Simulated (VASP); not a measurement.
# AlN (Fm-3m) in VASP: further runs, part 2 of 2

VASP 6.6.1.

## (4) Single point, PBE (volume scaled by 1.020)

INCAR

```
SYSTEM = AlN
PREC = Accurate
ENCUT = 520
EDIFF = 1E-7
ISMEAR = 0
SIGMA = 0.05
LREAL = .False.
LASPH = .True.
NELM = 100
ALGO = Normal
ISIF = 2
LWAVE = .False.
LCHARG = .False.
GGA = PE
NBANDS = 11
```

KPOINTS

```
Automatic mesh
0
Gamma
  14 14 14
  0 0 0
```

POSCAR

```
AlN
1.0
    0.0000000000      2.0487503150      2.0487503150
    2.0487503150      0.0000000000      2.0487503150
    2.0487503150      2.0487503150      0.0000000000
Al N
1 1
Direct
    0.0000000000      0.0000000000      0.0000000000
    0.5000000000      0.5000000000      0.5000000000
```

Potentials or basis: VASP PAW PBE potentials, release 64 (Al, N).

Launch:

```
$ cat potpaw_PBE.64/Al/POTCAR potpaw_PBE.64/N/POTCAR > POTCAR
$ mpirun -np 1 vasp_std > vasp.out
```

OUTCAR:

```text
SYSTEM = AlN
   PREC = Accurate
   ENCUT = 520
   EDIFF = 1E-7
   ISMEAR = 0
   LREAL = .False.
   LASPH = .True.
   NELM = 100
   ISIF = 2
   GGA = PE

 ion  position               nearest neighbor table
   1  0.000  0.000  0.000-   2 2.05   2 2.05   2 2.05   2 2.05   2 2.05   2 2.05
   2  0.500  0.500  0.500-   1 2.05   1 2.05   1 2.05   1 2.05   1 2.05   1 2.05

  LATTYP: Found a face centered cubic cell.
 ALAT       =     4.0975006300

  Lattice vectors:

 A1 = (   0.0000000000,   2.0487503150,   2.0487503150)
 A2 = (   2.0487503150,   0.0000000000,   2.0487503150)
[... 523 lines left out ...]

  FORCE on cell =-STRESS in cart. coord.  units (eV):
  Direction    XX          YY          ZZ          XY          YZ          ZX
  --------------------------------------------------------------------------------------
  -------------------------------------------------------------------------------------
  Total       -0.5413654     -0.5413654     -0.5413654     -0.0000000     -0.0000000      0.0000000
  in kB      -50.4317463    -50.4317463    -50.4317463     -0.0000000     -0.0000000      0.0000000
  external PRESSURE =     -50.4317463 kB  Pullay stress =       0.0000000 kB

 VOLUME and BASIS-vectors are now :
 -----------------------------------------------------------------------------
  energy-cutoff  :      520.00
  volume of cell :       17.20
      direct lattice vectors                 reciprocal lattice vectors
     0.000000000  2.048750315  2.048750315    -0.244051213  0.244051213  0.244051213
     2.048750315  0.000000000  2.048750315     0.244051213 -0.244051213  0.244051213
     2.048750315  2.048750315  0.000000000     0.244051213  0.244051213 -0.244051213

 POSITION                                       TOTAL-FORCE (eV/Angst)
 -----------------------------------------------------------------------------------
      0.00000      0.00000      0.00000        -0.000000     -0.000000      0.000000
      2.04875      2.04875      2.04875         0.000000      0.000000     -0.000000
 -----------------------------------------------------------------------------------
    total drift:                               -0.000000     -0.000000      0.000000

  FREE ENERGIE OF THE ION-ELECTRON SYSTEM (eV)
  ---------------------------------------------------
  free  energy   TOTEN  =       -14.5405025124 eV

  energy  without entropy=      -14.5405025124  energy(sigma->0) =      -14.54050251
```

OSZICAR:

```text
N       E                     dE             d eps       ncg     rms          rms(c)
DAV:   1     0.977454565652E+01    0.97745E+01   -0.38822E+03  2336   0.609E+02
DAV:   2    -0.154699961953E+02   -0.25245E+02   -0.24122E+02  2796   0.136E+02
DAV:   3    -0.162489969067E+02   -0.77900E+00   -0.77760E+00  2786   0.215E+01
DAV:   4    -0.162521876245E+02   -0.31907E-02   -0.31905E-02  2549   0.153E+00
DAV:   5    -0.162522161280E+02   -0.28504E-04   -0.28503E-04  2696   0.137E-01    0.745E+00
DAV:   6    -0.145573448617E+02    0.16949E+01   -0.76994E+00  2528   0.144E+01    0.260E+00
DAV:   7    -0.145468307796E+02    0.10514E-01   -0.16612E-01  2513   0.302E+00    0.174E+00
DAV:   8    -0.145408536729E+02    0.59771E-02   -0.17127E-02  2447   0.113E+00    0.334E-01
DAV:   9    -0.145404455798E+02    0.40809E-03   -0.17475E-03  2611   0.244E-01    0.147E-01
DAV:  10    -0.145405085133E+02   -0.62934E-04   -0.14997E-04  2557   0.903E-02    0.390E-02
DAV:  11    -0.145405029226E+02    0.55906E-05   -0.18152E-05  2681   0.237E-02    0.803E-03
DAV:  12    -0.145405025649E+02    0.35775E-06   -0.62410E-07  2504   0.667E-03    0.139E-03
DAV:  13    -0.145405025124E+02    0.52491E-07   -0.12119E-08  1333   0.732E-04
   1 F= -.14540503E+02 E0= -.14540503E+02  d E =-.291659E-22
```

Run time: 6.7 s. Hardware: 1 thread of Intel Xeon 6975P-C (Granite Rapids), shared host; peak memory 0.14 GiB.

Results:

```
Free energy            : -14.5405 eV
Pressure               : -5.0 GPa
Band gap on the k mesh : 4.23 eV, indirect (least direct gap 5.11 eV)
```

Levels at points of the mesh, in eV from the valence-band top:
```tsv
k point	band 1	band 2	band 3	band 4	band 5	band 6	band 7	band 8
(0.00, 0.00, 0.00)	-17.20	0.00	0.00	0.00	5.11	12.04	12.04	12.04
(0.50, 0.00, 0.00)	-14.09	-8.05	-1.00	-1.00	5.88	10.68	10.68	12.70
(0.50, 0.50, 0.00)	-13.17	-7.12	-2.70	-2.70	4.23	5.37	13.57	16.63
```

 A k mesh can miss the band edges.

## (5) Single point, PBE (volume scaled by 1.040)

INCAR

```
SYSTEM = AlN
ALGO = Normal
EDIFF = 1E-7
ENCUT = 520
GGA = PE
ISIF = 2
ISMEAR = 0
LASPH = .TRUE.
LCHARG = .FALSE.
LREAL = .FALSE.
LWAVE = .FALSE.
NBANDS = 11
NELM = 100
PREC = Accurate
SIGMA = 0.05
```

KPOINTS

```
k-points
0
G
  14 14 14
  0 0 0
```

POSCAR

```
AlN
1.0
    0.0000000000      2.0620542613      2.0620542613
    2.0620542613      0.0000000000      2.0620542613
    2.0620542613      2.0620542613      0.0000000000
Al N
1 1
Direct
    0.0000000000      0.0000000000      0.0000000000
    0.5000000000      0.5000000000      0.5000000000
```

Launch:

```
$ cat potpaw_PBE.64/Al/POTCAR potpaw_PBE.64/N/POTCAR > POTCAR
$ mpirun -np 1 vasp_std > vasp.out
```

It took 6.6 s on 1 thread of Intel Xeon 6975P-C (Granite Rapids), shared host; peak memory 0.14 GiB.

It converged, with:

```
Free energy            : -14.5255 eV
Pressure               : -9.4 GPa
Band gap on the k mesh : 4.05 eV, indirect (least direct gap 4.85 eV)
```

Levels at points of the mesh, in eV from the valence-band top:
```tsv
k point	band 1	band 2	band 3	band 4	band 5	band 6	band 7	band 8
(0.00, 0.00, 0.00)	-17.03	0.00	0.00	0.00	4.85	11.97	11.97	11.97
(0.50, 0.00, 0.00)	-14.00	-7.93	-0.97	-0.97	5.76	10.53	10.53	12.41
(0.50, 0.50, 0.00)	-13.10	-6.99	-2.65	-2.65	4.05	5.39	13.34	16.33
```

 A k mesh can miss the band edges.

## (6) Summary

| cell | gap on the mesh (eV) | pressure (GPa) |
| --- | --- | --- |
| a = 2.859 Å, angles 60.0°, 2 atoms | 4.61 | 5.0 |
| a = 2.915 Å, angles 60.0°, 2 atoms | 4.06 | -9.0 |
| a = 2.897 Å, angles 60.0°, 2 atoms | 4.23 | -5.0 |
| a = 2.916 Å, angles 60.0°, 2 atoms | 4.05 | -9.4 |

Alike in all rows: task single point; level PBE; potentials or basis VASP PAW PBE potentials, release 64 (Al, N); no spin polarisation; k mesh 14 × 14 × 14; cutoff (eV) 520; smearing gaussian 0.05 eV.

Total energies depend on the potentials used, so only differences within one code and one set of settings carry meaning.
